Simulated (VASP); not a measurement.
# Hf2GeN (P4/mmm) in VASP: single point with PBE

Aim: the single point of Hf2GeN with PBE.

Everything below comes from runs of VASP 6.6.1. Logs are shortened: lines on timing, memory, paths and dates and some standing lists are left out, and cuts for length are marked.

## 1. The cell of the first run

Symmetry: P4/mmm, No. 123, tetragonal system. Conventional cell: a = 4.455 Å, b = 4.455 Å, c = 3.777 Å, α = 90.00°, β = 90.00°, γ = 90.00°. Within 3.0 Å of Hf (site symmetry mmm) lie 2 N at 2.23 Å and 4 Ge at 2.92 Å. Within 3.8 Å of Ge (site symmetry 4/mmm) lie 8 Hf at 2.92 Å and 8 N at 3.67 Å and 2 Ge at 3.78 Å. N (site symmetry 4/mmm) has 4 Hf at 2.23 Å within 2.9 Å.

## 2. Single point, PBE

INCAR

```
SYSTEM = Hf2GeN
PREC     = Accurate       ! precision mode
ENCUT    = 520            ! plane-wave cutoff, eV
EDIFF    = 1E-6           ! SCF threshold, eV
ISMEAR   = 0              ! smearing method
SIGMA    = 0.1            ! smearing width, eV
LREAL    = .FALSE.        ! projectors in reciprocal space
LASPH    = .TRUE.         ! aspherical terms in the spheres
NELM     = 60             ! most SCF steps
ALGO     = Normal         ! electronic algorithm
ISIF     = 2              ! what is computed and relaxed
LWAVE    = .FALSE.        ! write WAVECAR
LCHARG   = .FALSE.        ! write CHGCAR
GGA      = PE             ! functional
NBANDS   = 28             ! bands
```

KPOINTS

```
regular mesh
0
G
  4 4 4
  0 0 0
```

POSCAR

```
Hf2GeN
1.0
    4.4550000000      0.0000000000      0.0000000000
    0.0000000000      4.4550000000      0.0000000000
    0.0000000000      0.0000000000      3.7772311300
Hf Ge N
2 1 1
Direct
    0.5000000000      0.0000000000      0.0000000000
    0.0000000000      0.5000000000      0.0000000000
    0.5000000000      0.5000000000      0.5000000000
    0.0000000000      0.0000000000      0.0000000000
```

Potentials or basis: VASP PAW PBE potentials, release 64 (Hf_pv, Ge_d, N).

Started as:

```
$ cat potpaw_PBE.64/Hf_pv/POTCAR potpaw_PBE.64/Ge_d/POTCAR potpaw_PBE.64/N/POTCAR > POTCAR
$ mpirun -np 1 vasp_std > vasp.out
```

OUTCAR:

```text
SYSTEM = Hf2GeN
   PREC = Accurate
   ENCUT = 520
   EDIFF = 1E-6
   ISMEAR = 0
   LREAL = .FALSE.
   LASPH = .TRUE.
   NELM = 60
   ISIF = 2
   GGA = PE

 ion  position               nearest neighbor table
   1  0.500  0.000  0.000-   4 2.23   4 2.23   3 2.92   3 2.92   3 2.92   3 2.92   2 3.15   2 3.15
                             2 3.15   2 3.15
   2  0.000  0.500  0.000-   4 2.23   4 2.23   3 2.92   3 2.92   3 2.92   3 2.92   1 3.15   1 3.15
                             1 3.15   1 3.15
   3  0.500  0.500  0.500-   1 2.92   2 2.92   1 2.92   2 2.92   1 2.92   1 2.92   2 2.92   2 2.92

   4  0.000  0.000  0.000-   1 2.23   2 2.23   2 2.23   1 2.23

  LATTYP: Found a simple tetragonal cell.
 ALAT       =     4.4550000000
 C/A-ratio  =     0.8478633288

  Lattice vectors:

 A1 = (   4.4550000000,   0.0000000000,   0.0000000000)
 A2 = (   0.0000000000,   4.4550000000,   0.0000000000)
 A3 = (   0.0000000000,   0.0000000000,   3.7772311300)

Analysis of symmetry for initial positions (statically):
=====================================================================
 Subroutine PRICEL returns:
 Original cell was already a primitive cell.

 Routine SETGRP: Setting up the symmetry group for a
 simple tetragonal supercell.

 Subroutine GETGRP returns: Found 16 space group operations
 (whereof 16 operations were pure point group operations)
 out of a pool of 16 trial point group operations.

The static configuration has the point symmetry D_4h.

Analysis of symmetry for dynamics (positions and initial velocities):
=====================================================================
 Subroutine PRICEL returns:
 Original cell was already a primitive cell.

 Routine SETGRP: Setting up the symmetry group for a
 simple tetragonal supercell.

 Subroutine GETGRP returns: Found 16 space group operations
 (whereof 16 operations were pure point group operations)
 out of a pool of 16 trial point group operations.

The dynamic configuration has the point symmetry D_4h.

 Subroutine INISYM returns: Found 16 space group operations
 (whereof 16 operations are pure point group operations),
 and found     1 'primitive' translations

----------------------------------------------------------------------------------------

                                     Primitive cell

  volume of cell :      74.9668

  direct lattice vectors                    reciprocal lattice vectors
     4.455000000  0.000000000  0.000000000     0.224466891  0.000000000  0.000000000
     0.000000000  4.455000000  0.000000000     0.000000000  0.224466891  0.000000000
     0.000000000  0.000000000  3.777231130     0.000000000  0.000000000  0.264744191

  length of vectors
     4.455000000  4.455000000  3.777231130     0.224466891  0.224466891  0.264744191

  position of ions in fractional coordinates (direct lattice)
     0.500000000  0.000000000  0.000000000
     0.000000000  0.500000000  0.000000000
     0.500000000  0.500000000  0.500000000
     0.000000000  0.000000000  0.000000000

  ion indices of the primitive-cell ions
   primitive index   ion index
                 1           1
                 2           2
                 3           3
                 4           4

----------------------------------------------------------------------------------------

 KPOINTS: regular mesh

Automatic generation of k-mesh.
 Grid dimensions read from file:
 generate k-points for:    4    4    4

 Generating k-lattice:

  Cartesian coordinates                     Fractional coordinates (reciprocal lattice)
     0.056116723  0.000000000  0.000000000     0.250000000  0.000000000  0.000000000
     0.000000000  0.056116723  0.000000000     0.000000000  0.250000000  0.000000000
     0.000000000  0.000000000  0.066186048     0.000000000  0.000000000  0.250000000

  Length of vectors
     0.056116723  0.056116723  0.066186048

  Shift w.r.t. Gamma in fractional coordinates (k-lattice)
     0.000000000  0.000000000  0.000000000

 Subroutine IBZKPT returns following result:
 ===========================================

 Found     18 irreducible k-points:

 Following reciprocal coordinates:
            Coordinates               Weight
  0.000000  0.000000  0.000000      1.000000
  0.250000  0.000000  0.000000      4.000000
  0.500000  0.000000  0.000000      2.000000
  0.250000  0.250000  0.000000      4.000000
  0.500000  0.250000  0.000000      4.000000
  0.500000  0.500000  0.000000      1.000000
[... 10 lines left out ...]
  0.500000  0.250000  0.500000      4.000000
  0.500000  0.500000  0.500000      1.000000
   k-points           NKPTS =     18   k-points in BZ     NKDIM =     18   number of bands    NBANDS=     28
   number of dos      NEDOS =    301   number of ions     NIONS =      4
   total plane-waves  NPLWV =  36288
   dimension x,y,z NGX =    36 NGY =   36 NGZ =   28
   dimension x,y,z NGXF=    72 NGYF=   72 NGZF=   56
   ions per type =               2   1   1
   NGX,Y,Z   is equivalent  to a cutoff of  13.43, 13.43, 12.32 a.u.
   NGXF,Y,Z  is equivalent  to a cutoff of  26.87, 26.87, 24.65 a.u.
 SYSTEM =  Hf2GeN
   PREC   = accura    normal or accurate (medium, high low for compatibility)
   ISTART =      0    job   : 0-new  1-cont  2-samecut
   ICHARG =      2    charge: 1-file 2-atom 10-const
   ISPIN  =      1    spin polarized calculation?
   LNONCOLLINEAR =      F non collinear calculations
   LSORBIT =      F    spin-orbit coupling
   LASPH  =      T    aspherical Exc in radial PAW
   ENCUT  =  520.0 eV  38.22 Ry    6.18 a.u.   8.28  8.28  7.02*2*pi/ulx,y,z
   NELM   =     60;   NELMIN=  2; NELMDL= -5     # of ELM steps
   EDIFF  = 0.1E-05   stopping-criterion for ELM
   LREAL  =      F    real-space projection
   EDIFFG = 0.1E-04   stopping-criterion for IOM
   NSW    =      0    number of steps for IOM
   IBRION =     -1    ionic relax: 0-MD 1-quasi-New 2-CG
   NFREE  =      0    steps in history (QN), initial steepest desc. (CG)
   ISIF   =      2    stress and relaxation
   ISYM   =      2    0-nonsym 1-usesym 2-fastsym
   POTIM  = 0.5000    time-step for ionic-motion
   TEBEG  =    0.0;   TEEND  =   0.0 temperature during run
   PSTRESS=    0.0 pullay stress
   NELECT =      39.0000    total number of electrons
   NUPDOWN=      -1.0000    fix difference up-down
   EMIN   =  10.00;   EMAX   =-10.00  energy-range for DOS
   EFERMI =   0.00;   METHOD = LEGACY
   ISMEAR =     0;   SIGMA  =   0.10  broadening in eV -4-tet -1-fermi 0-gaus
   EFERMI_NEDOS =   21; number of points for ismear=-14 and -15
   IALGO  =     38    algorithm
   IMIX   =      4    mixing-type and parameters
     AMIX     =   0.40;   BMIX     =  1.00
     AMIX_MAG =   1.60;   BMIX_MAG =  1.00
  volume/ion in A,a.u.               =      18.74       126.48
  Fermi-wavevector in a.u.,A,eV,Ry     =   1.316659  2.488125 23.586943  1.733591
  Thomas-Fermi vector in A             =   2.446756
   LORBIT       =      0    0 simple, 1 ext, 2 COOP (PROOUT), +10 PAW based schemes
   GGA     = PE    functional components
   LHFCALC =     F    Hartree Fock is set to
   AEXX    =    0.0000 exact exchange contribution
   IVDW    =     0    specifies the selected vdW correction
   LEPSILON=     F    determine dielectric tensor
   LRPA    =     F    only Hartree local field effects (RPA)
 non-spin polarized calculation
 Gauss-broadening in eV      SIGMA  =   0.10
  energy-cutoff  :      520.00
  volume of cell :       74.97
 maximum number of plane-waves:      2054
 NGX is ok and might be reduce to    36
   NGX = 17   NGY = 17   NGZ = 15

 number of electron      38.9999984 magnetization

 Free energy of the ion-electron system (eV)
  ---------------------------------------------------
  ext. energy  EPLUGINS =         0.00000000
  ---------------------------------------------------
  free energy    TOTEN  =       -36.05030800 eV

  energy without entropy =      -36.04525838  energy(sigma->0) =      -36.04778319

 E-fermi :   4.9263     XC(G=0): -10.9037

 val. band max:        4.7988863154   @ k =   0.5000   0.0000   0.5000
 cond. band min:       5.0219482343   @ k =   0.2500   0.2500   0.2500
 fundamental gap:      0.2230619189
 Fermi energy:         4.9263016357

 k-point     1 :       0.0000    0.0000    0.0000
  band No.  band energies     occupation
      1     -26.4522      2.00000
      2     -26.4522      2.00000
      3     -26.3821      2.00000
      4     -26.2902      2.00000
      5     -26.0148      2.00000
      6     -26.0148      2.00000
[... 20 lines left out ...]
     27       8.3565      0.00000
     28       9.1147      0.00000

 k-point     2 :       0.2500    0.0000    0.0000
  band No.  band energies     occupation
      1     -26.4097      2.00000
      2     -26.3996      2.00000
      3     -26.3687      2.00000
      4     -26.3037      2.00000
      5     -26.0852      2.00000
      6     -26.0704      2.00000
[... 20 lines left out ...]
     27       9.5250      0.00000
     28      10.2232      0.00000

 k-point     3 :       0.5000    0.0000    0.0000
  band No.  band energies     occupation
      1     -26.3373      2.00000
      2     -26.3351      2.00000
      3     -26.3332      2.00000
      4     -26.3163      2.00000
      5     -26.1895      2.00000
      6     -26.1567      2.00000
[... 20 lines left out ...]
     27       9.1983      0.00000
     28      10.2828      0.00000

 k-point     4 :       0.2500    0.2500    0.0000
  band No.  band energies     occupation
      1     -26.5022      2.00000
      2     -26.3591      2.00000
      3     -26.3132      2.00000
      4     -26.2685      2.00000
      5     -26.2448      2.00000
      6     -25.9692      2.00000
[... 20 lines left out ...]
     27      10.0932      0.00000
     28      10.2461      0.00000

 k-point     5 :       0.5000    0.2500    0.0000
  band No.  band energies     occupation
      1     -26.5024      2.00000
      2     -26.3929      2.00000
      3     -26.3367      2.00000
      4     -26.3356      2.00000
      5     -26.1489      2.00000
      6     -25.9601      2.00000
[... 20 lines left out ...]
     27      10.3191      0.00000
     28      10.4900      0.00000

 k-point     6 :       0.5000    0.5000    0.0000
  band No.  band energies     occupation
      1     -26.5764      2.00000
      2     -26.4853      2.00000
      3     -26.3360      2.00000
      4     -26.3360      2.00000
      5     -26.0767      2.00000
      6     -25.8745      2.00000
[... 277 lines left out ...]
      5     -26.1833      2.00000
      6     -26.1509      2.00000
[... 20 lines left out ...]
     27       8.8435      0.00000
     28       9.8752      0.00000

 k-point    16 :       0.2500    0.2500    0.5000
  band No.  band energies     occupation
      1     -26.4927      2.00000
      2     -26.4299      2.00000
      3     -26.3778      2.00000
      4     -26.2611      2.00000
      5     -26.2390      2.00000
      6     -25.9647      2.00000
[... 20 lines left out ...]
     27       9.4171      0.00000
     28       9.9038      0.00000

 k-point    17 :       0.5000    0.2500    0.5000
  band No.  band energies     occupation
      1     -26.4903      2.00000
      2     -26.4032      2.00000
      3     -26.4021      2.00000
      4     -26.3851      2.00000
      5     -26.1426      2.00000
      6     -25.9556      2.00000
[... 20 lines left out ...]
     27       9.2491      0.00000
     28       9.4868      0.00000

 k-point    18 :       0.5000    0.5000    0.5000
  band No.  band energies     occupation
      1     -26.5617      2.00000
      2     -26.4767      2.00000
      3     -26.4014      2.00000
      4     -26.4014      2.00000
      5     -26.0701      2.00000
      6     -25.8706      2.00000
[... 20 lines left out ...]
     27       9.2418      0.00000
     28      10.8401      0.00000

------------------------ aborting loop because EDIFF is reached ----------------------------------------

  FORCE on cell =-STRESS in cart. coord.  units (eV):
  Direction    XX          YY          ZZ          XY          YZ          ZX
  --------------------------------------------------------------------------------------
  -------------------------------------------------------------------------------------
  Total       -5.7949752     -5.7949752     -2.1307665      0.0000000     -0.0000000      0.0000000
  in kB     -123.8491945   -123.8491945    -45.5383673      0.0000000     -0.0000000      0.0000000
  external PRESSURE =     -97.7455854 kB  Pullay stress =       0.0000000 kB

 VOLUME and BASIS-vectors are now :
 -----------------------------------------------------------------------------
  energy-cutoff  :      520.00
  volume of cell :       74.97
      direct lattice vectors                 reciprocal lattice vectors
     4.455000000  0.000000000  0.000000000     0.224466891  0.000000000  0.000000000
     0.000000000  4.455000000  0.000000000     0.000000000  0.224466891  0.000000000
     0.000000000  0.000000000  3.777231130     0.000000000  0.000000000  0.264744191

 POSITION                                       TOTAL-FORCE (eV/Angst)
 -----------------------------------------------------------------------------------
      2.22750      0.00000      0.00000         0.000000      0.000000      0.000000
      0.00000      2.22750      0.00000         0.000000      0.000000      0.000000
      2.22750      2.22750      1.88862         0.000000      0.000000      0.000000
      0.00000      0.00000      0.00000         0.000000      0.000000      0.000000
 -----------------------------------------------------------------------------------
    total drift:                                0.000000      0.000000      0.000000

  FREE ENERGIE OF THE ION-ELECTRON SYSTEM (eV)
  ---------------------------------------------------
  free  energy   TOTEN  =       -36.0503079994 eV

  energy  without entropy=      -36.0452583764  energy(sigma->0) =      -36.04778319
```

Run time: 93 s. Hardware: 1 thread of Intel Xeon 8259CL, shared host; peak memory 0.2 GiB.

Results:

```
Free energy            : -36.0503 eV
Pressure               : -9.8 GPa
Band gap on the k mesh : zero (an odd number of electrons rules out a gap without spin polarisation)
```

Caveat: the k points lie up to 0.42 Å⁻¹ apart, too coarse for converged energies and pressures of a metal; spin-orbit coupling is left out, which moves the levels of the heavy elements.
